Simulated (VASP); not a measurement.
The system is MgO.

```
Mg O
1.0
     2.99564    0.00000    0.00000
    -1.49782    2.59430    0.00000
     0.00000    0.00000    2.73224
Mg O
1 1
Direct
  0.00000 0.00000 0.00000
  0.33333 0.66667 0.50000
```

This cell differs from its parent crystal: volume scaled by 1.06.

Base run:

* Program: VASP 6.6.1
* Functional: PBEsol
* Potentials or basis: VASP PAW PBE potentials, release 64 (Mg, O)
* Cutoff: 520 eV
* k mesh: 10 × 10 × 10
* Occupations: fermi-dirac, width 0.05 eV
* Spin: no spin polarisation

Its results: band gap on the k mesh 2.51 eV, indirect (least direct gap 2.90 eV); pressure -11.1 GPa.

Question: The run is repeated on the same cell with these changes: functional from PBEsol to PBE; further incar settings from ALGO = Normal; EDIFF = 1e-06; NBANDS = 11 to ALGO = Normal; EDIFF = 1e-07; NBANDS = 11. What comes out?

Answer: Band gap on the k mesh 2.58 eV, indirect (least direct gap 2.97 eV); pressure -7.8 GPa.

Caveats: the PAW data sets were made with another functional, which shifts forces and pressure a little (some runs).

A k mesh can miss the band edges.
